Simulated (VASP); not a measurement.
# BP (F-43m) in VASP: G0W0 quasiparticle levels with PBE

Aim: the G0W0 quasiparticle levels of BP with PBE.

Program: VASP 6.6.1. These are calculated values, not measurements. Logs are shortened: lines on timing, memory, paths and dates and some standing lists are left out, and cuts for length are marked.

## Step 1: The cell of the first run

It takes space group F-43m (No. 216, cubic). The conventional cell has a = 4.537 Å, b = 4.537 Å, c = 4.537 Å, α = 90.00°, β = 90.00°, γ = 90.00°. Within 2.6 Å of B (site symmetry -43m) lie 4 P at 1.96 Å. Within 2.6 Å of P (site symmetry -43m) lie 4 B at 1.96 Å.

## Step 2: G0W0 quasiparticle levels, PBE

The input, POSCAR:

```
BP
1.0
    0.0000000000      2.2683155501      2.2683155501
    2.2683155501      0.0000000000      2.2683155501
    2.2683155501      2.2683155501      0.0000000000
B P
1 1
Direct
    0.0000000000      0.0000000000      0.0000000000
    0.2500000000      0.2500000000      0.2500000000
```

The input, INCAR.step1:

```
SYSTEM = BP
PREC     = Accurate       ! precision mode
ENCUT    = 500            ! plane-wave cutoff, eV
EDIFF    = 1E-8           ! SCF threshold, eV
ISMEAR   = 0              ! smearing method
SIGMA    = 0.01           ! smearing width, eV
LREAL    = .FALSE.        ! projectors in reciprocal space
LASPH    = .TRUE.         ! aspherical terms in the spheres
NELM     = 80             ! most SCF steps
ALGO     = Normal         ! electronic algorithm
LWAVE    = .TRUE.         ! write WAVECAR
LCHARG   = .FALSE.        ! write CHGCAR
GGA      = PE             ! functional
```

The input, INCAR.step2:

```
SYSTEM = BP
PREC     = Accurate       ! precision mode
ENCUT    = 500            ! plane-wave cutoff, eV
EDIFF    = 1E-8           ! SCF threshold, eV
ISMEAR   = 0              ! smearing method
SIGMA    = 0.01           ! smearing width, eV
LREAL    = .FALSE.        ! projectors in reciprocal space
LASPH    = .TRUE.         ! aspherical terms in the spheres
NELM     = 1              ! most SCF steps
ALGO     = Exact          ! electronic algorithm
LWAVE    = .TRUE.         ! write WAVECAR
LCHARG   = .FALSE.        ! write CHGCAR
GGA      = PE             ! functional
NBANDS   = 64             ! bands
LOPTICS  = .TRUE.         ! frequency-dependent dielectric function
ISTART   = 1
```

The input, INCAR.step3:

```
SYSTEM = BP
PREC     = Accurate       ! precision mode
ENCUT    = 500            ! plane-wave cutoff, eV
EDIFF    = 1E-8           ! SCF threshold, eV
ISMEAR   = 0              ! smearing method
SIGMA    = 0.01           ! smearing width, eV
LREAL    = .FALSE.        ! projectors in reciprocal space
LASPH    = .TRUE.         ! aspherical terms in the spheres
ALGO     = EVGW0          ! electronic algorithm
LWAVE    = .FALSE.        ! write WAVECAR
LCHARG   = .FALSE.        ! write CHGCAR
GGA      = PE             ! functional
NELMGW   = 1            
NBANDS   = 64             ! bands
ENCUTGW  = 80.0           ! cutoff of the response function
NOMEGA   = 48             ! frequency points
PRECFOCK = Fast         
ISTART   = 1            
NBANDSGW = 12
```

The input, KPOINTS:

```
regular mesh
0
G
  4 4 4
  0 0 0
```

Potentials or basis: VASP PAW PBE potentials, release 64 (B_GW, P_GW).

Command:

```bash
> cat potpaw_PBE.64/B_GW/POTCAR potpaw_PBE.64/P_GW/POTCAR > POTCAR
> cp INCAR.step1 INCAR
> mpirun -np 1 vasp_std > vasp.out
> cp INCAR.step2 INCAR
> mpirun -np 1 vasp_std > vasp.out
> cp INCAR.step3 INCAR
> mpirun -np 1 vasp_std > vasp.out
```

OUTCAR:

```text
SYSTEM = BP
   PREC = Accurate
   ENCUT = 500
   EDIFF = 1E-8
   ISMEAR = 0
   LREAL = .FALSE.
   LASPH = .TRUE.
   GGA = PE
   NELMGW = 1
   ENCUTGW = 80.0
   PRECFOCK = Fast
   ISTART = 1

 ion  position               nearest neighbor table
   1  0.000  0.000  0.000-   2 1.96   2 1.96   2 1.96   2 1.96
   2  0.250  0.250  0.250-   1 1.96   1 1.96   1 1.96   1 1.96

  LATTYP: Found a face centered cubic cell.
 ALAT       =     4.5366311002

  Lattice vectors:

 A1 = (   0.0000000000,   2.2683155501,   2.2683155501)
 A2 = (   2.2683155501,   0.0000000000,   2.2683155501)
 A3 = (   2.2683155501,   2.2683155501,   0.0000000000)

Analysis of symmetry for initial positions (statically):
=====================================================================
 Subroutine PRICEL returns:
 Original cell was already a primitive cell.

 Routine SETGRP: Setting up the symmetry group for a
 face centered cubic supercell.

 Subroutine GETGRP returns: Found 24 space group operations
 (whereof 24 operations were pure point group operations)
 out of a pool of 48 trial point group operations.

The static configuration has the point symmetry T_d .

Analysis of symmetry for dynamics (positions and initial velocities):
=====================================================================
 Subroutine PRICEL returns:
 Original cell was already a primitive cell.

 Routine SETGRP: Setting up the symmetry group for a
 face centered cubic supercell.

 Subroutine GETGRP returns: Found 24 space group operations
 (whereof 24 operations were pure point group operations)
 out of a pool of 48 trial point group operations.

The dynamic configuration has the point symmetry T_d .

 Subroutine INISYM returns: Found 24 space group operations
 (whereof 24 operations are pure point group operations),
 and found     1 'primitive' translations

----------------------------------------------------------------------------------------

                                     Primitive cell

[... 71 lines left out ...]
   ENCUT  =  500.0 eV  36.75 Ry    6.06 a.u.   5.85  5.85  5.85*2*pi/ulx,y,z
   NELM   =     60;   NELMIN=  2; NELMDL=  0     # of ELM steps
   EDIFF  = 0.1E-07   stopping-criterion for ELM
   LREAL  =      F    real-space projection
   EDIFFG = 0.1E-06   stopping-criterion for IOM
   NSW    =      0    number of steps for IOM
   IBRION =     -1    ionic relax: 0-MD 1-quasi-New 2-CG
   NFREE  =      0    steps in history (QN), initial steepest desc. (CG)
   ISIF   =      0    stress and relaxation
   ISYM   =      3    0-nonsym 1-usesym 2-fastsym
   POTIM  = 0.5000    time-step for ionic-motion
   TEBEG  =    0.0;   TEEND  =   0.0 temperature during run
   PSTRESS=    0.0 pullay stress
   NELECT =       8.0000    total number of electrons
   NUPDOWN=      -1.0000    fix difference up-down
   EMIN   =  10.00;   EMAX   =-10.00  energy-range for DOS
   EFERMI =   0.00;   METHOD = LEGACY
   ISMEAR =     0;   SIGMA  =   0.01  broadening in eV -4-tet -1-fermi 0-gaus
   EFERMI_NEDOS =   21; number of points for ismear=-14 and -15
   IALGO  =     38    algorithm
   IMIX   =      4    mixing-type and parameters
     AMIX     =   0.40;   BMIX     =  1.00
     AMIX_MAG =   1.60;   BMIX_MAG =  1.00
  volume/ion in A,a.u.               =      11.67        78.76
  Fermi-wavevector in a.u.,A,eV,Ry     =   1.145666  2.164995 17.858335  1.312551
  Thomas-Fermi vector in A             =   2.282353
   LORBIT       =      0    0 simple, 1 ext, 2 COOP (PROOUT), +10 PAW based schemes
   GGA     = PE    functional components
   LHFCALC =     T    Hartree Fock is set to
   PRECFOCK=fast      Normal, Fast or Accurate (Low or Medium for compatibility)
   ENCUT4O =  -1.0   cutoff for four orbital integrals eV
   NKREDX  =     1    reduce k-point grid by
   NKREDY  =     1    reduce k-point grid by
   NKREDZ  =     1    reduce k-point grid by
   AEXX    =    1.0000 exact exchange contribution
   HFSCREEN=    0.0000 screening length (either q_TF or 0.3 A-1)
   HFSCREENC=   0.0000 screening length for correlation (either q_TF or 0.3 A-1)
   ENCUTFOCK=  -1.0 apply spherical cutoff to Coloumb kernel
   IVDW    =     0    specifies the selected vdW correction
   LEPSILON=     F    determine dielectric tensor
   LRPA    =     F    only Hartree local field effects (RPA)
   LRPAFORCE           =     F    calculate RPA forces
   ENCUTGW             =  80.0    cutoff for response function in eV
   ENCUTGWSOFT         =  64.0    soft cutoff for Coulomb kernel in GW response function in eV
   ENCUTLF             =  -1.0    cutoff for local field effects
   NELMGW              =     1    number of iterations in solving QP/BSE equation
   NELMHF              =     1    number of iterations in the inner HF iteration
   NKREDLFX            =     1    NKREDLFY  =   1   NKREDLFZ  =   1
 non-spin polarized calculation
 Gauss-broadening in eV      SIGMA  =   0.01
  energy-cutoff  :      500.00
  volume of cell :       23.34
 maximum number of plane-waves:       609
  NGX = 14; NGY = 14; NGZ = 14
   NGX = 11   NGY = 11   NGZ = 11
 maximum number of plane-waves:        43
 NGX is ok and might be reduce to    10

 QP shifts <psi_nk| G(iteration)W_0 |psi_nk>: iteration 1
 for sc-GW calculations column KS-energies equals QP-energies in previous step
 and V_xc(KS)=  KS-energies - (<T + V_ion + V_H > + <T+V_H+V_ion>^1  + <V_x>^1)

 k-point   1 :       0.0000    0.0000    0.0000
  band No.  KS-energies  QP-energies   sigma(KS)   V_xc(KS)     V^pw_x(r,r')   Z            occupation Imag(sigma)

      1      -8.2999      -8.9342     -12.9259     -12.0565     -20.4648       0.7296       2.0000       1.4579
      2       7.1822       6.9626     -13.5946     -13.3163     -15.2471       0.7893       2.0000       0.0760
      3       7.1822       6.9626     -13.5946     -13.3163     -15.2471       0.7893       2.0000       0.0760
      4       7.1822       6.9626     -13.5946     -13.3163     -15.2471       0.7893       2.0000       0.0760
      5      10.5714      11.1159     -11.3796     -12.0743      -6.9529       0.7837       0.0000      -0.0825
      6      10.5714      11.1159     -11.3796     -12.0743      -6.9529       0.7837       0.0000      -0.0825
      7      10.5714      11.1159     -11.3796     -12.0743      -6.9529       0.7837       0.0000      -0.0825
      8      14.5726      15.2045     -11.9268     -12.7551      -6.0777       0.7630       0.0000      -0.1924
      9      18.7027      18.6902      -9.4402      -9.4242      -3.3050       0.7835       0.0000      -0.3709
     10      19.1828      19.8498     -10.8940     -11.7601      -4.9434       0.7702       0.0000      -0.2833
     11      19.1828      19.8498     -10.8940     -11.7601      -4.9434       0.7702       0.0000      -0.2833
     12      22.8478      23.0528      -9.6615      -9.9237      -2.7878       0.7821       0.0000      -0.7827
[... 100 lines left out ...]
      1      -3.1620      -3.5915     -13.4614     -12.8685     -19.1094       0.7245       2.0000       0.6273
      2      -0.8848      -1.4824     -13.5135     -12.6929     -18.3844       0.7282       2.0000       0.3978
      3       1.4892       0.9291     -12.4642     -11.7268     -15.5621       0.7595       2.0000       0.1660
      4       1.6957       1.1579     -12.5127     -11.8031     -15.5772       0.7579       2.0000       0.1629
      5      12.5005      12.9404     -10.8178     -11.3800      -5.8672       0.7825       0.0000      -0.1142
      6      13.9285      14.2942     -10.6763     -11.1427      -5.5931       0.7841       0.0000      -0.1397
      7      14.4197      15.0972     -11.3482     -12.2310      -5.6799       0.7674       0.0000      -0.1779
      8      14.6191      15.1983     -11.3761     -12.1337      -5.5683       0.7645       0.0000      -0.1998
      9      19.9564      20.7007     -11.5708     -12.5572      -4.5737       0.7545       0.0000      -0.4875
     10      23.2883      24.0118     -11.2276     -12.1877      -3.9253       0.7536       0.0000      -0.7037
     11      23.5353      24.2720     -11.8567     -12.8339      -4.5806       0.7539       0.0000      -0.7387
     12      27.8254      28.3117     -11.1258     -11.7740      -3.7048       0.7502       0.0000      -1.0496
```

Run time: 27 s. Hardware: 1 thread of Intel Xeon 6975P-C, shared host; peak memory 0.2 GiB.

Results:

```
Band gap on the k mesh, mean-field level : 1.31 eV, indirect (least direct gap 3.39 eV)
Quasiparticle gap                        : 1.77 eV
Least direct quasiparticle gap           : 4.15 eV
```

Caveat: the k points lie up to 0.60 Å⁻¹ apart; bands, screening cutoff and mesh are small and nothing is extrapolated, so the quasiparticle values aren't converged.
